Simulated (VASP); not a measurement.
Ti3Al4Ni, 8 atoms in the cell. Symmetry: P4/mmm, No. 123, tetragonal system. Conventional cell: a = 6.276 Å, b = 6.276 Å, c = 3.092 Å, α = 90.00°, β = 90.00°, γ = 90.00°. Ti (site symmetry mmm) has 8 Al at 2.71 Å and 4 Ti at 3.09 to 3.14 Å and 2 Ni at 3.14 Å within 3.6 Å. Within 3.8 Å of Ti (site symmetry 4/mmm) lie 8 Al at 2.90 Å and 6 Ti at 3.09 to 3.14 Å. Al (site symmetry m2m) has 2 Ni at 2.51 Å and 6 Ti at 2.71 to 2.90 Å and 4 Al at 2.81 to 3.09 Å within 3.3 Å. Within 3.3 Å of Ni (site symmetry 4/mmm) lie 8 Al at 2.51 Å and 2 Ni at 3.09 Å and 4 Ti at 3.14 Å. 

| Property | Result |
| --- | --- |
| Program | VASP 6.6.1 |
| Task | single point |
| Functional | PBE |
| Potentials or basis | VASP PAW PBE potentials, release 64 (Ti_sv, Al, Ni) |
| Cutoff | 520 eV |
| k mesh | 6 × 6 × 12 |
| Occupations | gaussian, width 0.1 eV |
| Spin | no spin polarisation |
| Dipole correction | no |
| k mesh for the DOS | 9 × 9 × 18 |
| Occupations for the DOS | tetrahedron |
| Further INCAR settings | ALGO = Fast; EDIFF = 1e-06; NBANDS = 39 |

Potentials or basis: VASP PAW PBE potentials, release 64 (Ti_sv, Al, Ni).

Launch:

```console
$ cat potpaw_PBE.64/Ti_sv/POTCAR potpaw_PBE.64/Al/POTCAR potpaw_PBE.64/Ni/POTCAR > POTCAR
$ cp INCAR.step1 INCAR
$ cp KPOINTS.step1 KPOINTS
$ mpirun -np 1 vasp_std > vasp.out
$ cp INCAR.step2 INCAR
$ cp KPOINTS.step2 KPOINTS
$ mpirun -np 1 vasp_std > vasp.out
```

Hardware: 1 thread of Intel(R) Xeon(R) 6975P-C (Granite Rapids) (shared host).

Question: How long does it take, and how much memory?

Answer: It took 14 min on 1 thread of Intel(R) Xeon(R) 6975P-C (Granite Rapids), on a shared host, peak memory 0.67 GiB. Counts: k points 150.
